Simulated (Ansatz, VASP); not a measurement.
## One calculation of BaTiO3, two programs

POSCAR

```
BaTiO3
1.0
    4.4833050072      0.0000000000      0.0000000000
    0.0000000000      4.4833050072      0.0000000000
    0.0000000000      0.0000000000      3.1698031617
Ba Ti O
1 1 3
Direct
    0.0000000000      0.0000000000      0.0000000000
    0.5000000000      0.5000000000      0.5000000000
    0.5000000000      0.5000000000      0.0000000000
    0.5000000000      0.0000000000      0.5000000000
    0.0000000000      0.5000000000      0.5000000000
```

File INCAR.step1:

```
ALGO = Normal
EDIFF = 1E-4
ENCUT = 520
GGA = PE
ISMEAR = 0
LASPH = T
LCHARG = F
LREAL = F
LWAVE = T
NBANDS = 28
NELM = 100
PREC = Accurate
SIGMA = 0.05
```

Contents of INCAR.step2:

```
ALGO = Normal
EDIFF = 1E-6
ENCUT = 520
ISIF = 2
ISMEAR = 0
ISTART = 1
LASPH = T
LCHARG = T
LELF = T
LMIXTAU = T
LREAL = F
LVHAR = T
LWAVE = F
METAGGA = R2SCAN
NBANDS = 28
NELM = 100
PREC = Accurate
SIGMA = 0.05
```

KPOINTS

```
k-points
0
Gamma
  8 8 8
```

Input for Ansatz:

```yaml
crystal:
  lattice:
    - [4.4833050072, 0.0, 0.0]
    - [0.0, 4.4833050072, 0.0]
    - [0.0, 0.0, 3.1698031617]
  atoms:
    - { symbol: Ba, position: [0.0, 0.0, 0.0] }
    - { symbol: Ti, position: [0.5, 0.5, 0.5] }
    - { symbol: O, position: [0.5, 0.5, 0.0] }
    - { symbol: O, position: [0.5, 0.0, 0.5] }
    - { symbol: O, position: [0.0, 0.5, 0.5] }
basis:
  ecutwfc: 500
kpoints:
  mp_grid: { grid: [8, 8, 8] }
hamiltonian:
  xc: r2scan
scf:
  occupations: { method: gaussian, width: 0.05 }
output:
  forces: true
  stress: true
  eigenvalues: true
```

Alike in both runs: task single point; functional r2SCAN; k mesh 8 × 8 × 8; occupations gaussian, width 0.05 eV; no spin polarisation.

|  | VASP | Ansatz |
| --- | --- | --- |
| version | VASP 6.6.1 | Ansatz 0.2.0 |
| potentials or method | VASP PAW PBE potentials, release 64 (Ba_sv, Ti_sv, O), cutoff 520 eV | scalar-relativistic, plane waves, PAW |
| valence electrons in the cell | 40 | 40 |

```tsv
	VASP	Ansatz	Ansatz less VASP
gap on the k mesh at the Fermi level (eV)	1.17	1.17	+0.001
least direct gap on the mesh (eV)	1.17	1.17	+0.001
```

VASP's potentials were made for PBE, not for r2SCAN. The functional is the same, so the differences come from potentials, cutoffs and numerics.

Spin-orbit coupling is off throughout.
